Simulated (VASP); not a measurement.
# SnTe2 (fluorite type) (Fm-3m) in VASP: a series of runs

The runs below take SnTe2 (fluorite type) through electric field gradients, with PBE.

Program: VASP 6.6.1. These are calculated values, not measurements. Logs are shortened: lines on timing, memory, paths and dates and some standing lists are left out, and cuts for length are marked.

## (1) The cell of the first run

Symmetry: Fm-3m, No. 225, cubic system. The conventional cell has a = 7.518 Å, b = 7.518 Å, c = 7.518 Å, α = 90.00°, β = 90.00°, γ = 90.00°. Within 4.3 Å of Sn (site symmetry m-3m) lie 8 Te at 3.26 Å. Within 4.3 Å of Te (site symmetry -43m) lie 4 Sn at 3.26 Å and 6 Te at 3.76 Å.

## (2) Electric field gradients, PBE (35.41 Å³/atom)

File INCAR:

```
SYSTEM = SnTe2
ALGO = Normal
EDIFF = 1E-8
ENCUT = 400
GGA = PE
GGA_COMPAT = .False.
ISIF = 2
ISMEAR = -1
LASPH = .True.
LCHARG = .False.
LEFG = .True.
LREAL = .False.
LWAVE = .False.
NBANDS = 20
NELM = 120
PREC = Accurate
SIGMA = 0.05
```

File KPOINTS:

```
k-points
0
Gamma
  10 10 10
  0 0 0
```

File POSCAR:

```
SnTe2
1.0
    0.0000000000      3.7591167463      3.7591167463
    3.7591167463      0.0000000000      3.7591167463
    3.7591167463      3.7591167463      0.0000000000
Sn Te
1 2
Direct
    0.0000000000      0.0000000000      0.0000000000
    0.2500000000      0.2500000000      0.2500000000
    0.7500000000      0.7500000000      0.7500000000
```

Potentials or basis: VASP PAW PBE potentials, release 64 (Sn_d, Te).

Command:

```
> cat potpaw_PBE.64/Sn_d/POTCAR potpaw_PBE.64/Te/POTCAR > POTCAR
> mpirun -np 1 vasp_std > vasp.out
```

OUTCAR:

```text
SYSTEM = SnTe2
   EDIFF = 1E-8
   ENCUT = 400
   GGA = PE
   ISIF = 2
   ISMEAR = -1
   LASPH = .True.
   LREAL = .False.
   NELM = 120
   PREC = Accurate

 ion  position               nearest neighbor table
   1  0.000  0.000  0.000-   3 3.26   3 3.26   3 3.26   2 3.26   3 3.26   2 3.26   2 3.26   2 3.26

   2  0.250  0.250  0.250-   1 3.26   1 3.26   1 3.26   1 3.26
   3  0.750  0.750  0.750-   1 3.26   1 3.26   1 3.26   1 3.26

  LATTYP: Found a face centered cubic cell.
 ALAT       =     7.5182334926

  Lattice vectors:

 A1 = (   0.0000000000,   3.7591167463,   3.7591167463)
 A2 = (   3.7591167463,   0.0000000000,   3.7591167463)
 A3 = (   3.7591167463,   3.7591167463,   0.0000000000)

Analysis of symmetry for initial positions (statically):
=====================================================================
 Subroutine PRICEL returns:
 Original cell was already a primitive cell.

 Routine SETGRP: Setting up the symmetry group for a
 face centered cubic supercell.

 Subroutine GETGRP returns: Found 48 space group operations
 (whereof 48 operations were pure point group operations)
 out of a pool of 48 trial point group operations.

The static configuration has the point symmetry O_h .

Analysis of symmetry for dynamics (positions and initial velocities):
=====================================================================
 Subroutine PRICEL returns:
 Original cell was already a primitive cell.

 Routine SETGRP: Setting up the symmetry group for a
 face centered cubic supercell.

 Subroutine GETGRP returns: Found 48 space group operations
 (whereof 48 operations were pure point group operations)
 out of a pool of 48 trial point group operations.

The dynamic configuration has the point symmetry O_h .

 Subroutine INISYM returns: Found 48 space group operations
 (whereof 48 operations are pure point group operations),
 and found     1 'primitive' translations

----------------------------------------------------------------------------------------

                                     Primitive cell

  volume of cell :     106.2398

  direct lattice vectors                    reciprocal lattice vectors
     0.000000000  3.759116746  3.759116746    -0.133009968  0.133009968  0.133009968
     3.759116746  0.000000000  3.759116746     0.133009968 -0.133009968  0.133009968
     3.759116746  3.759116746  0.000000000     0.133009968  0.133009968 -0.133009968

  length of vectors
     5.316193885  5.316193885  5.316193885     0.230380023  0.230380023  0.230380023

  position of ions in fractional coordinates (direct lattice)
     0.000000000  0.000000000  0.000000000
     0.250000000  0.250000000  0.250000000
     0.750000000  0.750000000  0.750000000

  ion indices of the primitive-cell ions
   primitive index   ion index
                 1           1
                 2           2
                 3           3

----------------------------------------------------------------------------------------

 KPOINTS: k-points

Automatic generation of k-mesh.
 Grid dimensions read from file:
 generate k-points for:   10   10   10

 Generating k-lattice:

  Cartesian coordinates                     Fractional coordinates (reciprocal lattice)
    -0.013300997  0.013300997  0.013300997     0.100000000  0.000000000  0.000000000
     0.013300997 -0.013300997  0.013300997     0.000000000  0.100000000  0.000000000
     0.013300997  0.013300997 -0.013300997     0.000000000  0.000000000  0.100000000

  Length of vectors
     0.023038002  0.023038002  0.023038002

  Shift w.r.t. Gamma in fractional coordinates (k-lattice)
     0.000000000  0.000000000  0.000000000

 Subroutine IBZKPT returns following result:
 ===========================================

 Found     47 irreducible k-points:

 Following reciprocal coordinates:
            Coordinates               Weight
  0.000000  0.000000  0.000000      1.000000
  0.100000  0.000000  0.000000      8.000000
  0.200000  0.000000  0.000000      8.000000
  0.300000  0.000000  0.000000      8.000000
  0.400000  0.000000  0.000000      8.000000
  0.500000  0.000000  0.000000      4.000000
[... 16 lines left out ...]
  0.300000  0.300000  0.000000      6.000000
  0.400000  0.300000  0.000000     24.000000
 [... further k-points ...]
   k-points           NKPTS =     47   k-points in BZ     NKDIM =     47   number of bands    NBANDS=     20
   number of dos      NEDOS =    301   number of ions     NIONS =      3
   total plane-waves  NPLWV =  46656
   dimension x,y,z NGX =    36 NGY =   36 NGZ =   36
   dimension x,y,z NGXF=    72 NGYF=   72 NGZF=   72
   ions per type =               1   2
   NGX,Y,Z   is equivalent  to a cutoff of  11.26, 11.26, 11.26 a.u.
   NGXF,Y,Z  is equivalent  to a cutoff of  22.52, 22.52, 22.52 a.u.
 SYSTEM =  SnTe2
   PREC   = accura    normal or accurate (medium, high low for compatibility)
   ISTART =      0    job   : 0-new  1-cont  2-samecut
   ICHARG =      2    charge: 1-file 2-atom 10-const
   ISPIN  =      1    spin polarized calculation?
   LNONCOLLINEAR =      F non collinear calculations
   LSORBIT =      F    spin-orbit coupling
   LASPH  =      T    aspherical Exc in radial PAW
   ENCUT  =  400.0 eV  29.40 Ry    5.42 a.u.   8.67  8.67  8.67*2*pi/ulx,y,z
   NELM   =    120;   NELMIN=  2; NELMDL= -5     # of ELM steps
   EDIFF  = 0.1E-07   stopping-criterion for ELM
   LREAL  =      F    real-space projection
   EDIFFG = 0.1E-06   stopping-criterion for IOM
   NSW    =      0    number of steps for IOM
   IBRION =     -1    ionic relax: 0-MD 1-quasi-New 2-CG
   NFREE  =      0    steps in history (QN), initial steepest desc. (CG)
   ISIF   =      2    stress and relaxation
   ISYM   =      2    0-nonsym 1-usesym 2-fastsym
   POTIM  = 0.5000    time-step for ionic-motion
   TEBEG  =    0.0;   TEEND  =   0.0 temperature during run
   PSTRESS=    0.0 pullay stress
   NELECT =      26.0000    total number of electrons
   NUPDOWN=      -1.0000    fix difference up-down
   EMIN   =  10.00;   EMAX   =-10.00  energy-range for DOS
   EFERMI =   0.00;   METHOD = LEGACY
   ISMEAR =    -1;   SIGMA  =   0.05  broadening in eV -4-tet -1-fermi 0-gaus
   EFERMI_NEDOS =   21; number of points for ismear=-14 and -15
   IALGO  =     38    algorithm
   IMIX   =      4    mixing-type and parameters
     AMIX     =   0.40;   BMIX     =  1.00
     AMIX_MAG =   1.60;   BMIX_MAG =  1.00
  volume/ion in A,a.u.               =      35.41       238.98
  Fermi-wavevector in a.u.,A,eV,Ry     =   1.024008  1.935095 14.266973  1.048593
  Thomas-Fermi vector in A             =   2.157772
   LORBIT       =      0    0 simple, 1 ext, 2 COOP (PROOUT), +10 PAW based schemes
   GGA     = PE    functional components
   LHFCALC =     F    Hartree Fock is set to
   AEXX    =    0.0000 exact exchange contribution
   IVDW    =     0    specifies the selected vdW correction
   LEPSILON=     F    determine dielectric tensor
   LRPA    =     F    only Hartree local field effects (RPA)
 non-spin polarized calculation
  energy-cutoff  :      400.00
  volume of cell :      106.24
 maximum number of plane-waves:      1964
   NGX = 17   NGY = 17   NGZ = 17

 number of electron      26.0000005 magnetization

 Free energy of the ion-electron system (eV)
  ---------------------------------------------------
  ext. energy  EPLUGINS =         0.00000000
  ---------------------------------------------------
  free energy    TOTEN  =        -9.75417331 eV

  energy without entropy =       -9.72770566  energy(sigma->0) =       -9.74093949

 E-fermi :   5.0009     XC(G=0):  -8.8689

 val. band max:        4.9989540325   @ k =   0.4000   0.2000   0.1000
 cond. band min:       5.0107021407   @ k =   0.4000   0.3000   0.0000
 fundamental gap:      0.0117481083
 Fermi energy:         5.0009285812

 k-point     1 :       0.0000    0.0000    0.0000
  band No.  band energies     occupation
      1     -16.2775      2.00000
      2     -16.2775      2.00000
      3     -16.2775      2.00000
      4     -16.2698      2.00000
      5     -16.2698      2.00000
      6      -7.0362      2.00000
[... 12 lines left out ...]
     19       9.8963      0.00000
[... 513 lines left out ...]
      4     -16.2702      2.00000
      5     -16.2693      2.00000
      6      -6.2191      2.00000
[... 12 lines left out ...]
     19      11.1324      0.00000
     20      12.7155      0.00000

 [... further k-points ...]

------------------------ aborting loop because EDIFF is reached ----------------------------------------

  FORCE on cell =-STRESS in cart. coord.  units (eV):
  Direction    XX          YY          ZZ          XY          YZ          ZX
  --------------------------------------------------------------------------------------
  -------------------------------------------------------------------------------------
  Total       -0.6726156     -0.6726156     -0.6726156      0.0000000      0.0000000     -0.0000000
  in kB      -10.1435528    -10.1435528    -10.1435528      0.0000000      0.0000000     -0.0000000
  external PRESSURE =     -10.1435528 kB  Pullay stress =       0.0000000 kB

 VOLUME and BASIS-vectors are now :
 -----------------------------------------------------------------------------
  energy-cutoff  :      400.00
  volume of cell :      106.24
      direct lattice vectors                 reciprocal lattice vectors
     0.000000000  3.759116746  3.759116746    -0.133009968  0.133009968  0.133009968
     3.759116746  0.000000000  3.759116746     0.133009968 -0.133009968  0.133009968
     3.759116746  3.759116746  0.000000000     0.133009968  0.133009968 -0.133009968

 POSITION                                       TOTAL-FORCE (eV/Angst)
 -----------------------------------------------------------------------------------
      0.00000      0.00000      0.00000        -0.000000     -0.000000     -0.000000
      1.87956      1.87956      1.87956         0.000000      0.000000      0.000000
      5.63868      5.63868      5.63868        -0.000000     -0.000000     -0.000000
 -----------------------------------------------------------------------------------
    total drift:                               -0.000000      0.000000      0.000000

  FREE ENERGIE OF THE ION-ELECTRON SYSTEM (eV)
  ---------------------------------------------------
  free  energy   TOTEN  =        -9.7541733132 eV

  energy  without entropy=       -9.7277056613  energy(sigma->0) =       -9.74093949

 Electric field gradients (V/A^2)
---------------------------------------------------------------------
 ion       V_xx      V_yy      V_zz      V_xy      V_xz      V_yz
---------------------------------------------------------------------
   1      -0.000    -0.000    -0.000     0.003     0.003     0.003
   2       0.000    -0.000    -0.000     0.000     0.000     0.000
   3       0.000    -0.000    -0.000     0.000     0.000     0.000
---------------------------------------------------------------------

 Electric field gradients after diagonalization (V/A^2)
 (convention: |V_zz| > |V_xx| > |V_yy|)
----------------------------------------------------------------------
 ion       V_xx      V_yy      V_zz     asymmetry (V_yy - V_xx)/ V_zz
----------------------------------------------------------------------
   1      -0.003    -0.003     0.006       0.000
   2      -0.000    -0.000     0.000       0.000
   3      -0.000    -0.000     0.000       0.000
----------------------------------------------------------------------

           NMR quadrupolar parameters

 Cq : quadrupolar parameter    Cq=e*Q*V_zz/h
 eta: asymmetry parameters     (V_yy - V_xx)/ V_zz
 Q  : nuclear electric quadrupole moment in mb (millibarn)
----------------------------------------------------------------------
 ion       Cq(MHz)       eta       Q (mb)
----------------------------------------------------------------------
   1       0.000       0.000       1.000
   2       0.000       0.000       1.000
   3       0.000       0.000       1.000
----------------------------------------------------------------------
```

It took 2.1 min on 1 thread of Intel Xeon 8259CL, shared host; peak memory 0.24 GiB.

Results:

```yaml
Free_energy: -9.7542 eV
Pressure: -1.0 GPa
Band_gap_on_the_k_mesh: zero (bands 13 and 14 overlap by 1.90 eV)
Largest_electric_field_gradient_by_atom: zero within the noise of the run
```

Caveat: spin-orbit coupling is left out, which moves the levels of the heavy elements.

## (3) Electric field gradients, PBE (36.44 Å³/atom)

This run uses another cell than the first one, of 36.44 Å³/atom.

File INCAR:

```
PREC = Accurate
ENCUT = 400
EDIFF = 1E-8
ISMEAR = -1
SIGMA = 0.05
LREAL = False
LASPH = True
NELM = 120
ALGO = Normal
ISIF = 2
LWAVE = False
LCHARG = False
GGA = PE
LEFG = True
NBANDS = 20
GGA_COMPAT = False
```

File KPOINTS:

```
Automatic mesh
0
Gamma
  10 10 10
```

File POSCAR:

```
SnTe2
1.0
    0.0000000000      3.7952643171      3.7952643171
    3.7952643171      0.0000000000      3.7952643171
    3.7952643171      3.7952643171      0.0000000000
Sn Te
1 2
Direct
    0.0000000000      0.0000000000      0.0000000000
    0.2500000000      0.2500000000      0.2500000000
    0.7500000000      0.7500000000      0.7500000000
```

Potentials or basis: VASP PAW PBE potentials, release 64 (Sn_d, Te).

Command:

```
> cat potpaw_PBE.64/Sn_d/POTCAR potpaw_PBE.64/Te/POTCAR > POTCAR
> mpirun -np 1 vasp_std > vasp.out
```

OUTCAR:

```text
PREC = Accurate
   ENCUT = 400
   EDIFF = 1E-8
   ISMEAR = -1
   LREAL = False
   LASPH = True
   NELM = 120
   ISIF = 2
   GGA = PE

 ion  position               nearest neighbor table
   1  0.000  0.000  0.000-   3 3.29   3 3.29   3 3.29   2 3.29   3 3.29   2 3.29   2 3.29   2 3.29

   2  0.250  0.250  0.250-   1 3.29   1 3.29   1 3.29   1 3.29
   3  0.750  0.750  0.750-   1 3.29   1 3.29   1 3.29   1 3.29

  LATTYP: Found a face centered cubic cell.
 ALAT       =     7.5905286342

  Lattice vectors:

 A1 = (   0.0000000000,   3.7952643171,   3.7952643171)
 A2 = (   3.7952643171,   0.0000000000,   3.7952643171)
 A3 = (   3.7952643171,   3.7952643171,   0.0000000000)

Analysis of symmetry for initial positions (statically):
=====================================================================
 Subroutine PRICEL returns:
 Original cell was already a primitive cell.

 Routine SETGRP: Setting up the symmetry group for a
 face centered cubic supercell.
[... 746 lines left out ...]
     3.795264317  3.795264317  0.000000000     0.131743130  0.131743130 -0.131743130

 POSITION                                       TOTAL-FORCE (eV/Angst)
 -----------------------------------------------------------------------------------
      0.00000      0.00000      0.00000         0.000000     -0.000000      0.000000
      1.89763      1.89763      1.89763         0.000000      0.000000      0.000000
      5.69290      5.69290      5.69290        -0.000000     -0.000000     -0.000000
 -----------------------------------------------------------------------------------
    total drift:                               -0.000000      0.000000      0.000000

  FREE ENERGIE OF THE ION-ELECTRON SYSTEM (eV)
  ---------------------------------------------------
  free  energy   TOTEN  =        -9.7267648842 eV

  energy  without entropy=       -9.6987494005  energy(sigma->0) =       -9.71275714

 Electric field gradients (V/A^2)
---------------------------------------------------------------------
 ion       V_xx      V_yy      V_zz      V_xy      V_xz      V_yz
---------------------------------------------------------------------
   1      -0.000    -0.000    -0.000     0.003     0.003     0.003
   2      -0.000    -0.000    -0.000     0.000     0.000     0.000
   3      -0.000    -0.000    -0.000     0.000     0.000     0.000
---------------------------------------------------------------------

 Electric field gradients after diagonalization (V/A^2)
 (convention: |V_zz| > |V_xx| > |V_yy|)
----------------------------------------------------------------------
 ion       V_xx      V_yy      V_zz     asymmetry (V_yy - V_xx)/ V_zz
----------------------------------------------------------------------
   1      -0.003    -0.003     0.007       0.000
   2      -0.000    -0.000     0.000       0.000
   3      -0.000    -0.000     0.000       0.000
----------------------------------------------------------------------

           NMR quadrupolar parameters

 Cq : quadrupolar parameter    Cq=e*Q*V_zz/h
 eta: asymmetry parameters     (V_yy - V_xx)/ V_zz
 Q  : nuclear electric quadrupole moment in mb (millibarn)
----------------------------------------------------------------------
 ion       Cq(MHz)       eta       Q (mb)
----------------------------------------------------------------------
   1       0.000       0.000       1.000
   2       0.000       0.000       1.000
   3       0.000       0.000       1.000
----------------------------------------------------------------------
```

Wall time 2.3 min (1 thread of Intel Xeon 8259CL, shared host); peak memory 0.24 GiB.

What came out:

| Property | Result |
| --- | --- |
| Free energy | -9.7268 eV |
| Pressure | -1.9 GPa |
| Band gap on the k mesh | zero (bands 13 and 14 overlap by 1.81 eV) |
| Largest electric field gradient by atom | zero within the noise of the run |

Caveat: spin-orbit coupling is left out, which moves the levels of the heavy elements.

(Part 1 of 2 ends here.)
